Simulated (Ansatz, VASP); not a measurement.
**BN in VASP and in Ansatz**

```
B N
1.0
     4.29000    0.00000    0.00000
     0.00000    4.29000    0.00000
     0.00000    0.00000    2.31980
B N
4 4
Direct
  0.17428 0.82572 0.50000
  0.32572 0.32572 0.00000
  0.67428 0.67428 0.00000
  0.82572 0.17428 0.50000
  0.81261 0.81261 0.50000
  0.31261 0.68739 0.00000
  0.68739 0.31261 0.00000
  0.18739 0.18739 0.50000
```

Alike in both runs: task single point; functional PBE; k mesh 6 × 6 × 10; occupations gaussian, width 0.05 eV; no spin polarisation.

```csv
,VASP,Ansatz
version,VASP 6.6.1,Ansatz 0.2.0
potentials or method,"VASP PAW PBE potentials, release 64 (B, N), cutoff 520 eV","scalar-relativistic, plane waves, PAW"
valence electrons in the cell,32,32
```

```tsv
	VASP	Ansatz	Ansatz less VASP
gap on the k mesh at the Fermi level (eV)	4.63	4.65	+0.020
least direct gap on the mesh (eV)	6.12	6.14	+0.019
rms of the force components (eV/Å)	0.494	0.490	-0.0038
```

Atom by atom the forces differ by 0.004 eV/Å (rms over components). The functional is the same, so the differences come from potentials, cutoffs and numerics.
